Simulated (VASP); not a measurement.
A run of VASP 6.6.1 is set up as follows.

The input INCAR:

```
SYSTEM = HfH2
PREC = Accurate ; ENCUT = 520
EDIFF = 1E-6 ; ISMEAR = 0
SIGMA = 0.1 ; LREAL = .FALSE.
LASPH = .TRUE. ; NELM = 100
ALGO = Normal ; ISIF = 2
LWAVE = .FALSE. ; LCHARG = .FALSE.
GGA = PS ; NBANDS = 13
```

KPOINTS

```
regular mesh
0
G
  16 16 16
  0 0 0
```

Contents of POSCAR:

```
HfH2
1.0
   -1.7321345774      1.7321345774      2.1188358270
    1.7321345774     -1.7321345774      2.1188358270
    1.7321345774      1.7321345774     -2.1188358270
Hf H
1 2
Direct
    0.0000000000      0.0000000000      0.0000000000
    0.7500000000      0.2500000000      0.5000000000
    0.2500000000      0.7500000000      0.5000000000
```

Potentials or basis: VASP PAW PBE potentials, release 64 (Hf_pv, H).

The run is started by

```sh
$ cat potpaw_PBE.64/Hf_pv/POTCAR potpaw_PBE.64/H/POTCAR > POTCAR
$ mpirun -np 1 vasp_std > vasp.out
```

Q: What does it give for the band gap on the k mesh?

A: Zero (band 6 reaches 6.17 eV, above the bottom of band 7 at 4.96 eV).

Q: Predict the pressure.

A: -0.6 GPa.

Caveat: the PAW data sets were made with another functional, which shifts forces and pressure a little; spin-orbit coupling is left out, which moves the levels of the heavy elements.
